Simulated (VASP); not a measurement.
# Sc3Al (P6_3/mmc) in VASP: further runs

The runs below take Sc3Al through relaxation of shape and atoms at fixed volume, with PBEsol.

Everything below comes from runs of VASP 6.6.1. Logs are shortened: lines on timing, memory, paths and dates and some standing lists are left out, and cuts for length are marked.

## (1) The cell of the first run

The structure is hexagonal, space group P6_3/mmc (No. 194). The conventional cell has a = 6.437 Å, b = 6.437 Å, c = 5.140 Å, α = 90.00°, β = 90.00°, γ = 120.00°. Sc (site symmetry mm2) has 8 Sc at 3.12 to 3.32 Å and 4 Al at 3.14 to 3.22 Å within 4.1 Å. Within 4.1 Å of Al (site symmetry -6m2) lie 12 Sc at 3.14 to 3.22 Å.

## (2) Relaxation of shape and atoms at fixed volume, PBEsol (23.06 Å³/atom)

INCAR

```
PREC     = Accurate       # precision mode
ENCUT    = 500            # plane-wave cutoff, eV
EDIFF    = 1E-7           # SCF threshold, eV
ISMEAR   = 0              # smearing method
SIGMA    = 0.1            # smearing width, eV
LREAL    = F              # projectors in reciprocal space
LASPH    = T              # aspherical terms in the spheres
NELM     = 120            # most SCF steps
ALGO     = Normal         # electronic algorithm
ISIF     = 4              # what is computed and relaxed
LWAVE    = F              # write WAVECAR
LCHARG   = F              # write CHGCAR
GGA      = PS             # functional
IBRION   = 2              # ionic algorithm
NSW      = 50             # ionic steps
EDIFFG   = -0.01          # ionic threshold
GGA_COMPAT= F            
NELMIN   = 4
```

KPOINTS

```
Automatic mesh
0
Gamma
  6 6 8
```

POSCAR

```
Sc3Al
1.0
    6.4373757037      0.0000000000      0.0000000000
   -3.2186878519      5.5749308931      0.0000000000
    0.0000000000      0.0000000000      5.1397554632
Sc Al
6 2
Direct
    0.8283405378      0.1716594622      0.7500000000
    0.3433189245      0.1716594622      0.7500000000
    0.8283405378      0.6566810755      0.7500000000
    0.1716594622      0.8283405378      0.2500000000
    0.6566810755      0.8283405378      0.2500000000
    0.1716594622      0.3433189245      0.2500000000
    0.6666666667      0.3333333333      0.2500000000
    0.3333333333      0.6666666667      0.7500000000
```

Potentials or basis: VASP PAW PBE potentials, release 64 (Sc_sv, Al).

Started as:

```bash
cat potpaw_PBE.64/Sc_sv/POTCAR potpaw_PBE.64/Al/POTCAR > POTCAR
mpirun -np 1 vasp_std > vasp.out
```

OUTCAR:

```text
PREC = Accurate
   ENCUT = 500
   EDIFF = 1E-7
   ISMEAR = 0
   LREAL = F
   LASPH = T
   NELM = 120
   ISIF = 4
   GGA = PS
   IBRION = 2
   NSW = 50
   EDIFFG = -0.01
   NELMIN = 4

 ion  position               nearest neighbor table
   1  0.828  0.172  0.750-   2 3.12   3 3.12   7 3.14   7 3.14   6 3.20   6 3.20   5 3.20   5 3.20
                             8 3.22   8 3.22   2 3.32   3 3.32
   2  0.343  0.172  0.750-   3 3.12   1 3.12   7 3.14   7 3.14   4 3.20   4 3.20   6 3.20   6 3.20
                             8 3.22   8 3.22   3 3.32   1 3.32
   3  0.828  0.657  0.750-   2 3.12   1 3.12   7 3.14   7 3.14   4 3.20   4 3.20   5 3.20   5 3.20
                             8 3.22   8 3.22   2 3.32   1 3.32
   4  0.172  0.828  0.250-   5 3.12   6 3.12   8 3.14   8 3.14   3 3.20   3 3.20   2 3.20   2 3.20
                             7 3.22   7 3.22   5 3.32   6 3.32
   5  0.657  0.828  0.250-   6 3.12   4 3.12   8 3.14   8 3.14   1 3.20   1 3.20   3 3.20   3 3.20
                             7 3.22   7 3.22   6 3.32   4 3.32
   6  0.172  0.343  0.250-   5 3.12   4 3.12   8 3.14   8 3.14   1 3.20   1 3.20   2 3.20   2 3.20
                             7 3.22   7 3.22   5 3.32   4 3.32
   7  0.667  0.333  0.250-   2 3.14   2 3.14   3 3.14   3 3.14   1 3.14   1 3.14   6 3.22   5 3.22
                             4 3.22   4 3.22   6 3.22   5 3.22
   8  0.333  0.667  0.750-   5 3.14   5 3.14   6 3.14   6 3.14   4 3.14   4 3.14   3 3.22   2 3.22
                             1 3.22   1 3.22   3 3.22   2 3.22

  LATTYP: Found a hexagonal cell.
 ALAT       =     6.4373757037
 C/A-ratio  =     0.7984240317

  Lattice vectors:

 A1 = (   6.4373757037,   0.0000000000,   0.0000000000)
 A2 = (  -3.2186878519,   5.5749308931,   0.0000000000)
 A3 = (   0.0000000000,   0.0000000000,   5.1397554632)

Analysis of symmetry for initial positions (statically):
=====================================================================
 Subroutine PRICEL returns:
 Original cell was already a primitive cell.

 Routine SETGRP: Setting up the symmetry group for a
 hexagonal supercell.

 Subroutine GETGRP returns: Found 24 space group operations
 (whereof 12 operations were pure point group operations)
 out of a pool of 24 trial point group operations.

The static configuration has the point symmetry D_3d.
 The point group associated with its full space group is D_6h.

Analysis of symmetry for dynamics (positions and initial velocities):
=====================================================================
[... 126 lines left out ...]
   NSW    =     50    number of steps for IOM
   IBRION =      2    ionic relax: 0-MD 1-quasi-New 2-CG
   NFREE  =      1    steps in history (QN), initial steepest desc. (CG)
   ISIF   =      4    stress and relaxation
   ISYM   =      2    0-nonsym 1-usesym 2-fastsym
   POTIM  = 0.5000    time-step for ionic-motion
   TEBEG  =    0.0;   TEEND  =   0.0 temperature during run
   PSTRESS=    0.0 pullay stress
   NELECT =      72.0000    total number of electrons
   NUPDOWN=      -1.0000    fix difference up-down
   EMIN   =  10.00;   EMAX   =-10.00  energy-range for DOS
   EFERMI =   0.00;   METHOD = LEGACY
   ISMEAR =     0;   SIGMA  =   0.10  broadening in eV -4-tet -1-fermi 0-gaus
   EFERMI_NEDOS =   21; number of points for ismear=-14 and -15
   IALGO  =     38    algorithm
   IMIX   =      4    mixing-type and parameters
     AMIX     =   0.40;   BMIX     =  1.00
     AMIX_MAG =   1.60;   BMIX_MAG =  1.00
  volume/ion in A,a.u.               =      23.06       155.60
  Fermi-wavevector in a.u.,A,eV,Ry     =   1.196434  2.260932 19.476117  1.431454
  Thomas-Fermi vector in A             =   2.332374
   LORBIT       =      0    0 simple, 1 ext, 2 COOP (PROOUT), +10 PAW based schemes
   GGA     = PS    functional components
   LHFCALC =     F    Hartree Fock is set to
   AEXX    =    0.0000 exact exchange contribution
   IVDW    =     0    specifies the selected vdW correction
   LEPSILON=     F    determine dielectric tensor
   LRPA    =     F    only Hartree local field effects (RPA)
 conjugate gradient relaxation of ions
 non-spin polarized calculation
 Gauss-broadening in eV      SIGMA  =   0.10
  energy-cutoff  :      500.00
  volume of cell :      184.46
 maximum number of plane-waves:      4716
 NGX is ok and might be reduce to    48
   NGX = 23   NGY = 23   NGZ = 19

 number of electron      71.9999998 magnetization

 Free energy of the ion-electron system (eV)
  ---------------------------------------------------
  ext. energy  EPLUGINS =         0.00000000
  ---------------------------------------------------
  free energy    TOTEN  =       -49.74496460 eV

  energy without entropy =      -49.67180209  energy(sigma->0) =      -49.70838334

 E-fermi :   4.1870     XC(G=0):  -9.9693

 val. band max:        4.1780477706   @ k =   0.3333   0.3333   0.2500
 cond. band min:       4.1879714093   @ k =   0.3333   0.3333   0.0000
 fundamental gap:      0.0099236387
 Fermi energy:         4.1870256128

 k-point     1 :       0.0000    0.0000    0.0000
  band No.  band energies     occupation
      1     -45.2070      2.00000
      2     -45.1561      2.00000
      3     -45.1556      2.00000
      4     -45.1556      2.00000
      5     -45.1310      2.00000
      6     -45.1310      2.00000
[... 1093 lines left out ...]
     42       5.1241      0.00000
     43       5.1690      0.00000

 [... further k-points ...]
[... 5 lines left out ...]
  --------------------------------------------------------------------------------------
  -------------------------------------------------------------------------------------
  Total       -6.2796258     -6.2796258     -6.2951954      0.0000000      0.0000000      0.0000000
  in kB      -54.5448237    -54.5448237    -54.6800618      0.0000000      0.0000000      0.0000000
  external PRESSURE =     -54.5899031 kB  Pullay stress =       0.0000000 kB

 VOLUME and BASIS-vectors are now :
 -----------------------------------------------------------------------------
  energy-cutoff  :      500.00
  volume of cell :      184.46
      direct lattice vectors                 reciprocal lattice vectors
     6.437375704  0.000000000  0.000000000     0.155342805  0.089687210  0.000000000
    -3.218687852  5.574930893  0.000000000     0.000000000  0.179374421  0.000000000
     0.000000000  0.000000000  5.139755463     0.000000000  0.000000000  0.194561786

 POSITION                                       TOTAL-FORCE (eV/Angst)
 -----------------------------------------------------------------------------------
      4.77982      0.95699      3.85482         0.002138     -0.001235      0.000000
      1.65755      0.95699      3.85482        -0.002138     -0.001235      0.000000
      3.21869      3.66095      3.85482        -0.000000      0.002469     -0.000000
     -1.56113      4.61794      1.28494        -0.002138      0.001235      0.000000
      1.56113      4.61794      1.28494         0.002138      0.001235      0.000000
     -0.00000      1.91398      1.28494         0.000000     -0.002469      0.000000
      3.21869      1.85831      1.28494        -0.000000      0.000000      0.000000
     -0.00000      3.71662      3.85482        -0.000000      0.000000      0.000000
 -----------------------------------------------------------------------------------
    total drift:                               -0.000000      0.000000      0.000000

  FREE ENERGIE OF THE ION-ELECTRON SYSTEM (eV)
  ---------------------------------------------------
  free  energy   TOTEN  =       -49.7449646012 eV

  energy  without entropy=      -49.6718020866  energy(sigma->0) =      -49.70838334

 reached required accuracy - stopping structural energy minimisation
```

Wall time 7.8 min (1 thread of Oxide Virtual Turin-like, shared host); peak memory 0.36 GiB.

Results:

```yaml
Free_energy: -49.7450 eV
Pressure_after_relaxing: -5.5 GPa
Band_gap_on_the_k_mesh: zero (bands 36 and 37 overlap by 0.64 eV)
```

Forces in eV/Å, atoms in the order of the input:
```
Sc   0.002 -0.001  0.000
Sc  -0.002 -0.001  0.000
Sc   0.000  0.002  0.000
Sc  -0.002  0.001  0.000
Sc   0.002  0.001  0.000
Sc   0.000 -0.002  0.000
Al   0.000  0.000  0.000
Al   0.000  0.000  0.000
```

Final structure:
```
Sc Al
1.0
     6.43738    0.00000    0.00000
    -3.21869    5.57493    0.00000
     0.00000    0.00000    5.13976
Sc Al
6 2
Direct
  0.82834 0.17166 0.75000
  0.34332 0.17166 0.75000
  0.82834 0.65668 0.75000
  0.17166 0.82834 0.25000
  0.65668 0.82834 0.25000
  0.17166 0.34332 0.25000
  0.66667 0.33333 0.25000
  0.33333 0.66667 0.75000
```

Caveat: the relaxation stopped at its first step, so nothing moved; the PAW data sets were made with another functional, which shifts forces and pressure a little.

## (3) Relaxation of shape and atoms at fixed volume, PBEsol (18.45 Å³/atom)

This run uses another cell than the first one, of 18.45 Å³/atom.

INCAR

```
PREC     = Accurate       # precision mode
ENCUT    = 500            # plane-wave cutoff, eV
EDIFF    = 1E-7           # SCF threshold, eV
ISMEAR   = 0              # smearing method
SIGMA    = 0.1            # smearing width, eV
LREAL    = False          # projectors in reciprocal space
LASPH    = True           # aspherical terms in the spheres
NELM     = 120            # most SCF steps
ALGO     = Normal         # electronic algorithm
ISIF     = 4              # what is computed and relaxed
LWAVE    = False          # write WAVECAR
LCHARG   = False          # write CHGCAR
GGA      = PS             # functional
IBRION   = 2              # ionic algorithm
NSW      = 50             # ionic steps
EDIFFG   = -0.01          # ionic threshold
GGA_COMPAT= False        
NELMIN   = 4
```

KPOINTS

```
regular mesh
0
Gamma
  6 6 8
```

POSCAR

```
Sc3Al
1.0
    5.9874613997      0.0000000000      0.0000000000
   -2.9937306998      5.1852936763      0.0000000000
    0.0000000000      0.0000000000      4.7529659575
Sc Al
6 2
Direct
    0.8277812824      0.1722187176      0.7500000000
    0.3444374351      0.1722187176      0.7500000000
    0.8277812824      0.6555625649      0.7500000000
    0.1722187176      0.8277812824      0.2500000000
    0.6555625649      0.8277812824      0.2500000000
    0.1722187176      0.3444374351      0.2500000000
    0.6666666667      0.3333333333      0.2500000000
    0.3333333333      0.6666666667      0.7500000000
```

Potentials or basis: VASP PAW PBE potentials, release 64 (Sc_sv, Al).

Started as:

```bash
cat potpaw_PBE.64/Sc_sv/POTCAR potpaw_PBE.64/Al/POTCAR > POTCAR
mpirun -np 1 vasp_std > vasp.out
```

Run time: 6.2 min. Hardware: 1 thread of Oxide Virtual Turin-like, shared host; peak memory 0.34 GiB.

It converged, with:

```yaml
Free_energy: -49.3993 eV
Energy_gained_by_relaxing: 0.0 meV/atom
Ionic_steps: 2
Pressure_after_relaxing: 11.0 GPa
Band_gap_on_the_k_mesh: zero (bands 36 and 37 overlap by 0.76 eV)
```

The path:
| step | energy change (eV) | largest force (eV/Å) | pressure (GPa) | volume (Å³) |
| --- | --- | --- | --- | --- |
| 1 | 0.0000 | 0.0085 | 11.02 | 147.56 |
| 2 | -0.0001 | 0.0003 | 11.01 | 147.56 |

Final structure:
```yaml
crystal:
  lattice:
    - [5.98973, 0.00000, 0.00000]
    - [-2.99487, 5.18726, 0.00000]
    - [0.00000, 0.00000, 4.74936]
  atoms:
    - { symbol: Sc, position: [0.82782, 0.17218, 0.75000] }
    - { symbol: Sc, position: [0.34436, 0.17218, 0.75000] }
    - { symbol: Sc, position: [0.82782, 0.65564, 0.75000] }
    - { symbol: Sc, position: [0.17218, 0.82782, 0.25000] }
    - { symbol: Sc, position: [0.65564, 0.82782, 0.25000] }
    - { symbol: Sc, position: [0.17218, 0.34436, 0.25000] }
    - { symbol: Al, position: [0.66667, 0.33333, 0.25000] }
    - { symbol: Al, position: [0.33333, 0.66667, 0.75000] }
```

Levels at points of the mesh, in eV from the Fermi level:
| k point | band 34 | band 35 | band 36 | band 37 | band 38 | band 39 | band 40 | band 41 |
| --- | --- | --- | --- | --- | --- | --- | --- | --- |
| (0.00, 0.00, 0.00) | -0.73 | -0.73 | -0.35 | -0.35 | -0.29 | 0.14 | 0.41 | 1.45 |
| (0.50, 0.00, 0.00) | -0.38 | -0.36 | -0.23 | -0.13 | 0.18 | 0.20 | 1.08 | 1.21 |
| (0.00, 0.00, 0.50) | -0.32 | -0.32 | -0.32 | -0.17 | -0.17 | 0.46 | 0.46 | 1.09 |
| (0.50, 0.00, 0.50) | -1.04 | 0.28 | 0.28 | 0.53 | 0.53 | 0.63 | 0.63 | 0.82 |

Caveat: the PAW data sets were made with another functional, which shifts forces and pressure a little.

## (4) Relaxation of shape and atoms at fixed volume, PBEsol (19.07 Å³/atom)

This run uses another cell than the first one, of 19.07 Å³/atom.

INCAR

```
SYSTEM = Sc3Al
PREC = Accurate
ENCUT = 500
EDIFF = 1E-7
ISMEAR = 0
SIGMA = 0.1
LREAL = .False.
LASPH = .True.
NELM = 120
ALGO = Normal
ISIF = 4
LWAVE = .False.
LCHARG = .False.
GGA = PS
IBRION = 2
NSW = 50
EDIFFG = -0.01
GGA_COMPAT = .False.
NELMIN = 4
```

KPOINTS

```
Automatic mesh
0
Gamma
  6 6 8
  0 0 0
```

POSCAR

```
Sc3Al
1.0
    6.0504885658      0.0000000000      0.0000000000
   -3.0252442829      5.2398768033      0.0000000000
    0.0000000000      0.0000000000      4.8131343899
Sc Al
6 2
Direct
    0.8279330072      0.1720669928      0.7500000000
    0.3441339857      0.1720669928      0.7500000000
    0.8279330072      0.6558660143      0.7500000000
    0.1720669928      0.8279330072      0.2500000000
    0.6558660143      0.8279330072      0.2500000000
    0.1720669928      0.3441339857      0.2500000000
    0.6666666667      0.3333333333      0.2500000000
    0.3333333333      0.6666666667      0.7500000000
```

Started as:

```bash
cat potpaw_PBE.64/Sc_sv/POTCAR potpaw_PBE.64/Al/POTCAR > POTCAR
mpirun -np 1 vasp_std > vasp.out
```

It took 4.8 min on 1 thread of Oxide Virtual Turin-like, shared host; peak memory 0.34 GiB.

Results (log left out):

| Property | Result |
| --- | --- |
| Free energy | -49.6943 eV |
| Energy gained by relaxing | 0.0 meV/atom |
| Ionic steps | 2 |
| Pressure after relaxing | 7.7 GPa |
| Largest force after relaxing | 0.004 eV/Å |
| Band gap on the k mesh | zero (bands 36 and 37 overlap by 0.73 eV) |

Forces on the atoms (eV/Å):
```
Sc  -0.004  0.002  0.000
Sc   0.004  0.002  0.000
Sc   0.000 -0.004  0.000
Sc   0.004 -0.002  0.000
Sc  -0.004 -0.002  0.000
Sc   0.000  0.004  0.000
Al   0.000  0.000  0.000
Al   0.000  0.000  0.000
```

Stress tensor (GPa, compression positive):
```
7.72 0.00 0.00
0.00 7.72 0.00
0.00 0.00 7.64
```

The path:
```tsv
step	energy change (eV)	largest force (eV/Å)	pressure (GPa)	volume (Å³)
1	0.0000	0.0033	7.70	152.59
2	-0.0001	0.0045	7.70	152.59
```

Final structure:
```
Sc Al
1.0
     6.05277    0.00000    0.00000
    -3.02638    5.24185    0.00000
     0.00000    0.00000    4.80951
Sc Al
6 2
Cartesian
  4.4904 0.9020 3.6071
  1.5624 0.9020 3.6071
  3.0264 3.4378 3.6071
  -1.4640 4.3398 1.2024
  1.4640 4.3398 1.2024
  0.0000 1.8041 1.2024
  3.0264 1.7473 1.2024
  0.0000 3.4946 3.6071
```

Levels at points of the mesh, in eV from the Fermi level:
```
           k point  band 34  band 35  band 36  band 37  band 38  band 39  band 40  band 41
(0.00, 0.00, 0.00)    -0.67    -0.67    -0.32    -0.32    -0.28     0.05     0.35     1.40
(0.50, 0.00, 0.00)    -0.38    -0.37    -0.19    -0.12     0.18     0.20     1.08     1.17
(0.00, 0.00, 0.50)    -0.34    -0.34    -0.34    -0.20    -0.20     0.45     0.45     1.05
(0.50, 0.00, 0.50)    -1.01     0.28     0.28     0.52     0.52     0.62     0.62     0.80
```

Caveat: the PAW data sets were made with another functional, which shifts forces and pressure a little.

## (5) The runs side by side

| cell | gap on the mesh (eV) | pressure (GPa) |
| --- | --- | --- |
| relaxed from a = 6.437, b = 6.437, c = 5.140 Å, angles 90.0, 90.0, 120.0°, 8 atoms, atomic positions A | none | -5.5 |
| relaxed from a = 5.987, b = 5.987, c = 4.753 Å, angles 90.0, 90.0, 120.0°, 8 atoms, atomic positions B | none | 11.0 |
| relaxed from a = 6.050, b = 6.050, c = 4.813 Å, angles 90.0, 90.0, 120.0°, 8 atoms, atomic positions C | none | 7.7 |

Alike in all rows: task relaxation of shape and atoms at fixed volume; level PBEsol; potentials or basis VASP PAW PBE potentials, release 64 (Sc_sv, Al); no spin polarisation; k mesh 6 × 6 × 8; cutoff (eV) 500; smearing gaussian 0.1 eV.

Caveats: the PAW data sets were made with another functional, which shifts forces and pressure a little; the relaxation stopped at its first step, so nothing moved (at least some runs).

Total energies depend on the potentials used, so only differences within one code and one set of settings carry meaning.
